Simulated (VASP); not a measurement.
# Li2S (Fm-3m) in VASP: further runs, part 2 of 2

VASP 6.6.1.

### 3 Single point, PBE

Input file INCAR:

```
SYSTEM = Li2S
ALGO = Normal ; EDIFF = 1E-6
ENCUT = 750 ; GGA = PE
GGA_COMPAT = .FALSE. ; ISIF = 2
ISMEAR = 0 ; LASPH = .TRUE.
LCHARG = .TRUE. ; LELF = .TRUE.
LREAL = .FALSE. ; LVHAR = .TRUE.
LWAVE = .FALSE. ; NBANDS = 13
NELM = 120 ; PREC = Accurate
SIGMA = 0.01
```

Input file KPOINTS:

```
k-points
0
G
  6 6 6
  0 0 0
```

Input file POSCAR:

```
Li2S
1.0
    0.0000000000      2.8452942165      2.8452942165
    2.8452942165      0.0000000000      2.8452942165
    2.8452942165      2.8452942165      0.0000000000
S Li
1 2
Direct
    0.0000000000      0.0000000000      0.0000000000
    0.2500000000      0.2500000000      0.2500000000
    0.7500000000      0.7500000000      0.7500000000
```

Potentials or basis: VASP PAW PBE potentials, release 64 (S, Li_sv).

Started as:

```sh
$ cat potpaw_PBE.64/S/POTCAR potpaw_PBE.64/Li_sv/POTCAR > POTCAR
$ mpirun -np 1 vasp_std > vasp.out
```

OUTCAR:

```text
SYSTEM = Li2S
   EDIFF = 1E-6
   ENCUT = 750
   GGA = PE
   ISIF = 2
   ISMEAR = 0
   LASPH = .TRUE.
   LREAL = .FALSE.
   NELM = 120
   PREC = Accurate

 ion  position               nearest neighbor table
   1  0.000  0.000  0.000-   3 2.46   3 2.46   3 2.46   2 2.46   3 2.46   2 2.46   2 2.46   2 2.46

   2  0.250  0.250  0.250-   1 2.46   1 2.46   1 2.46   1 2.46
   3  0.750  0.750  0.750-   1 2.46   1 2.46   1 2.46   1 2.46

  LATTYP: Found a face centered cubic cell.
 ALAT       =     5.6905884330

  Lattice vectors:

 A1 = (   0.0000000000,   2.8452942165,   2.8452942165)
 A2 = (   2.8452942165,   0.0000000000,   2.8452942165)
 A3 = (   2.8452942165,   2.8452942165,   0.0000000000)

Analysis of symmetry for initial positions (statically):
=====================================================================
 Subroutine PRICEL returns:
 Original cell was already a primitive cell.

 Routine SETGRP: Setting up the symmetry group for a
 face centered cubic supercell.

 Subroutine GETGRP returns: Found 48 space group operations
 (whereof 48 operations were pure point group operations)
 out of a pool of 48 trial point group operations.

The static configuration has the point symmetry O_h .

Analysis of symmetry for dynamics (positions and initial velocities):
=====================================================================
 Subroutine PRICEL returns:
 Original cell was already a primitive cell.

 Routine SETGRP: Setting up the symmetry group for a
 face centered cubic supercell.

 Subroutine GETGRP returns: Found 48 space group operations
 (whereof 48 operations were pure point group operations)
 out of a pool of 48 trial point group operations.

The dynamic configuration has the point symmetry O_h .

 Subroutine INISYM returns: Found 48 space group operations
 (whereof 48 operations are pure point group operations),
 and found     1 'primitive' translations

[... 113 lines left out ...]
   LHFCALC =     F    Hartree Fock is set to
   AEXX    =    0.0000 exact exchange contribution
   IVDW    =     0    specifies the selected vdW correction
   LEPSILON=     F    determine dielectric tensor
   LRPA    =     F    only Hartree local field effects (RPA)
 non-spin polarized calculation
 Gauss-broadening in eV      SIGMA  =   0.01
  energy-cutoff  :      750.00
  volume of cell :       46.07
 maximum number of plane-waves:      2174
   NGX = 17   NGY = 17   NGZ = 17

 number of electron      11.9999998 magnetization

 Free energy of the ion-electron system (eV)
  ---------------------------------------------------
  ext. energy  EPLUGINS =         0.00000000
  ---------------------------------------------------
  free energy    TOTEN  =       -11.99453933 eV

  energy without entropy =      -11.99453933  energy(sigma->0) =      -11.99453933

 E-fermi :   1.5964     XC(G=0):  -8.5223

 val. band max:        1.4867866147   @ k =   0.0000   0.0000   0.0000
 cond. band min:       4.8743488993   @ k =   0.5000   0.5000   0.0000
 fundamental gap:      3.3875622846
 Fermi energy:         1.5963708881

 k-point     1 :       0.0000    0.0000    0.0000
  band No.  band energies     occupation
      1     -42.6772      2.00000
      2     -42.6340      2.00000
      3      -9.5483      2.00000
      4       1.4868      2.00000
      5       1.4868      2.00000
      6       1.4868      2.00000
      7       5.7763      0.00000
      8       7.7189      0.00000
      9       7.7189      0.00000
     10       7.7189      0.00000
     11      12.6768      0.00000
     12      12.6768      0.00000
     13      13.9347      0.00000
[... 226 lines left out ...]
  band No.  band energies     occupation
      1     -42.6581      2.00000
      2     -42.6509      2.00000
      3      -8.9763      2.00000
      4      -0.5232      2.00000
      5      -0.2021      2.00000
      6      -0.1527      2.00000
      7       6.1682      0.00000
      8       9.4309      0.00000
      9       9.8606      0.00000
     10      11.5704      0.00000
     11      12.9958      0.00000
     12      13.9199      0.00000
     13      14.1069      0.00000

------------------------ aborting loop because EDIFF is reached ----------------------------------------

  FORCE on cell =-STRESS in cart. coord.  units (eV):
  Direction    XX          YY          ZZ          XY          YZ          ZX
  --------------------------------------------------------------------------------------
  -------------------------------------------------------------------------------------
  Total        0.0582404      0.0582404      0.0582404      0.0000000      0.0000000     -0.0000000
  in kB        2.0254603      2.0254603      2.0254603      0.0000000      0.0000000     -0.0000000
  external PRESSURE =       2.0254603 kB  Pullay stress =       0.0000000 kB

 VOLUME and BASIS-vectors are now :
 -----------------------------------------------------------------------------
  energy-cutoff  :      750.00
  volume of cell :       46.07
      direct lattice vectors                 reciprocal lattice vectors
     0.000000000  2.845294217  2.845294217    -0.175728751  0.175728751  0.175728751
     2.845294217  0.000000000  2.845294217     0.175728751 -0.175728751  0.175728751
     2.845294217  2.845294217  0.000000000     0.175728751  0.175728751 -0.175728751

 POSITION                                       TOTAL-FORCE (eV/Angst)
 -----------------------------------------------------------------------------------
      0.00000      0.00000      0.00000        -0.000000     -0.000000     -0.000000
      1.42265      1.42265      1.42265        -0.000000     -0.000000     -0.000000
      4.26794      4.26794      4.26794         0.000000      0.000000      0.000000
 -----------------------------------------------------------------------------------
    total drift:                                0.000000      0.000000      0.000000

  FREE ENERGIE OF THE ION-ELECTRON SYSTEM (eV)
  ---------------------------------------------------
  free  energy   TOTEN  =       -11.9945393327 eV

  energy  without entropy=      -11.9945393327  energy(sigma->0) =      -11.99453933
```

OSZICAR:

```text
N       E                     dE             d eps       ncg     rms          rms(c)
DAV:   1     0.552894922824E+02    0.55289E+02   -0.63286E+03   416   0.113E+03
DAV:   2    -0.445210949766E+01   -0.59742E+02   -0.56697E+02   507   0.232E+02
DAV:   3    -0.120454499401E+02   -0.75933E+01   -0.75395E+01   749   0.524E+01
DAV:   4    -0.122918652776E+02   -0.24642E+00   -0.24625E+00   595   0.116E+01
DAV:   5    -0.122970011219E+02   -0.51358E-02   -0.51356E-02   646   0.149E+00    0.388E+00
DAV:   6    -0.119995969441E+02    0.29740E+00   -0.50487E-01   540   0.283E+00    0.292E+00
DAV:   7    -0.119837753668E+02    0.15822E-01   -0.13326E-01   577   0.165E+00    0.179E+00
DAV:   8    -0.119947878521E+02   -0.11012E-01   -0.27030E-02   534   0.912E-01    0.715E-01
DAV:   9    -0.119943762952E+02    0.41156E-03   -0.89681E-04   571   0.180E-01    0.481E-01
DAV:  10    -0.119945602720E+02   -0.18398E-03   -0.15353E-03   466   0.191E-01    0.264E-01
DAV:  11    -0.119945378016E+02    0.22470E-04   -0.89283E-05   598   0.622E-02    0.106E-01
DAV:  12    -0.119945400790E+02   -0.22773E-05   -0.23493E-06   541   0.120E-02    0.813E-02
DAV:  13    -0.119945393305E+02    0.74844E-06   -0.14627E-05   539   0.182E-02    0.760E-03
DAV:  14    -0.119945393327E+02   -0.21325E-08   -0.49558E-07   352   0.604E-03
   1 F= -.11994539E+02 E0= -.11994539E+02  d E =-.550679E-56
```

stdout:

```text
POSCAR found type information on POSCAR S Li
 POSCAR found :  2 types and       3 ions
 scaLAPACK will be used
 LDA part: xc-table for (Slater+PW92), standard interpolation
 POSCAR, INCAR and KPOINTS ok, starting setup
 FFT: planning ... GRIDC
 FFT: planning ... GRID_SOFT
 FFT: planning ... GRID
 WAVECAR not read
 entering main loop
```

It took 14 s on 1 thread of Intel Xeon Platinum 8488C (Sapphire Rapids), shared host; peak memory 0.19 GiB.

What came out:

```yaml
Free_energy: -11.9945 eV
Pressure: 0.2 GPa
Band_gap_on_the_k_mesh: 3.39 eV (least direct gap 4.29 eV)
```

Levels at points of the mesh, in eV from the valence-band top:
| k point | band 3 | band 4 | band 5 | band 6 | band 7 | band 8 | band 9 | band 10 |
| --- | --- | --- | --- | --- | --- | --- | --- | --- |
| (0.00, 0.00, 0.00) | -11.04 | 0.00 | 0.00 | 0.00 | 4.29 | 6.23 | 6.23 | 6.23 |
| (0.50, 0.00, 0.00) | -10.60 | -2.89 | -0.51 | -0.51 | 6.12 | 6.58 | 6.58 | 8.43 |
| (0.50, 0.50, 0.00) | -10.47 | -2.17 | -1.43 | -1.43 | 3.39 | 7.09 | 11.12 | 11.12 |

A k mesh can miss the band edges.

### 4 Single point, r2SCAN

POSCAR is that of step 3.

Input file INCAR.step1:

```
ALGO = Normal
EDIFF = 1E-5
ENCUT = 830
GGA = PE
GGA_COMPAT = False
ISMEAR = 0
LASPH = True
LCHARG = False
LREAL = False
LWAVE = True
NBANDS = 13
NELM = 120
PREC = Accurate
SIGMA = 0.01
```

Input file INCAR.step2:

```
ALGO = Normal
EDIFF = 1E-6
ENCUT = 830
GGA_COMPAT = False
ISIF = 2
ISMEAR = 0
ISTART = 1
LASPH = True
LCHARG = False
LMIXTAU = True
LREAL = False
LWAVE = False
METAGGA = R2SCAN
NBANDS = 13
NELM = 120
PREC = Accurate
SIGMA = 0.01
```

Input file KPOINTS:

```
k-points
0
Gamma
  6 6 6
```

Started as:

```sh
$ cat potpaw_PBE.64/S/POTCAR potpaw_PBE.64/Li_sv/POTCAR > POTCAR
$ cp INCAR.step1 INCAR
$ mpirun -np 1 vasp_std > vasp.out
$ cp INCAR.step2 INCAR
$ mpirun -np 1 vasp_std > vasp.out
```

It took 93 s on 1 thread of Intel Xeon Platinum 8488C (Sapphire Rapids), shared host; peak memory 0.25 GiB.

The run converged. Its results:

```
Free energy            : -17.3839 eV
Pressure               : -0.2 GPa
Band gap on the k mesh : 3.86 eV (least direct gap 5.05 eV)
```

Levels at points of the mesh, in eV from the valence-band top:
```tsv
k point	band 3	band 4	band 5	band 6	band 7	band 8	band 9	band 10
(0.00, 0.00, 0.00)	-11.49	0.00	0.00	0.00	5.05	6.91	6.91	6.91
(0.50, 0.00, 0.00)	-11.05	-2.89	-0.51	-0.51	6.97	7.19	7.19	9.13
(0.50, 0.50, 0.00)	-10.92	-2.16	-1.44	-1.44	3.86	7.90	12.16	12.16
```

Caveat: the PAW data sets were made with another functional, which shifts forces and pressure a little. A k mesh can miss the band edges.

### 5 Single point, HSE06

POSCAR is that of step 4.

Input file INCAR.step1:

```
SYSTEM = Li2S
PREC = Accurate ; ENCUT = 650
EDIFF = 1E-5 ; ISMEAR = 0
SIGMA = 0.01 ; LREAL = .False.
LASPH = .True. ; NELM = 120
ALGO = Normal ; ISIF = 2
LWAVE = .True. ; LCHARG = .False.
GGA = PE ; NBANDS = 13
GGA_COMPAT = .False.
```

Input file INCAR.step2:

```
SYSTEM = Li2S
PREC = Accurate ; ENCUT = 650
EDIFF = 1E-6 ; ISMEAR = 0
SIGMA = 0.01 ; LREAL = .False.
LASPH = .True. ; NELM = 120
ALGO = Normal ; ISIF = 2
LWAVE = .False. ; LCHARG = .False.
GGA = PE ; LHFCALC = .True.
HFSCREEN = 0.2079 ; PRECFOCK = Normal
ISTART = 1 ; NBANDS = 13
GGA_COMPAT = .False.
```

Input file KPOINTS:

```
regular mesh
0
Gamma
  6 6 6
  0 0 0
```

Started as:

```sh
$ cat potpaw_PBE.64/S/POTCAR potpaw_PBE.64/Li_sv/POTCAR > POTCAR
$ cp INCAR.step1 INCAR
$ mpirun -np 1 vasp_std > vasp.out
$ cp INCAR.step2 INCAR
$ mpirun -np 1 vasp_std > vasp.out
```

Run time: 25 min. Hardware: 1 thread of Intel Xeon Platinum 8488C (Sapphire Rapids), shared host; peak memory 0.32 GiB.

Results (log left out):

| Quantity | Value |
| --- | --- |
| Free energy | -13.5172 eV |
| Pressure | -0.6 GPa |
| Band gap on the k mesh | 4.33 eV (least direct gap 5.35 eV) |

Levels at points of the mesh, in eV from the valence-band top:
```tsv
k point	band 2	band 3	band 4	band 5	band 6	band 7	band 8	band 9	band 10	band 11
(0.00, 0.00, 0.00)	-47.10	-12.19	0.00	0.00	0.00	5.35	7.39	7.39	7.39	12.52
(0.50, 0.00, 0.00)	-47.12	-11.69	-3.16	-0.55	-0.55	7.28	7.72	7.72	9.65	14.28
(0.50, 0.50, 0.00)	-47.11	-11.54	-2.41	-1.54	-1.54	4.33	8.25	12.56	12.56	13.67
```

Caveat: the PAW data sets were made with another functional, which shifts forces and pressure a little. A k mesh can miss the band edges.

### 6 Overview

| level | cutoff (eV) | grid for exact exchange (PRECFOCK) | share of exact exchange | screening parameter | gap on the mesh (eV) | pressure (GPa) |
| --- | --- | --- | --- | --- | --- | --- |
| PBE | 750 | - | - | - | 3.39 | 0.2 |
| r2SCAN | 830 | - | - | - | 3.86 | -0.2 |
| HSE06 | 650 | Normal | 0.25 | 0.2079 1/Å | 4.33 | -0.6 |

Alike in all rows: task single point; potentials or basis VASP PAW PBE potentials, release 64 (S, Li_sv); no spin polarisation; cell as given; k mesh 6 × 6 × 6; smearing gaussian 0.01 eV.

On the cell as given the gap runs from 3.39 eV (PBE) to 4.33 eV (HSE06). The pressure there spans -0.6 GPa (HSE06) to 0.2 GPa (PBE); a positive pressure means that this level wants a larger cell, a negative one a smaller.

Caveats: the PAW data sets were made with another functional, which shifts forces and pressure a little (at least some runs).

Absolute energies hang on the potentials; compare differences alone.
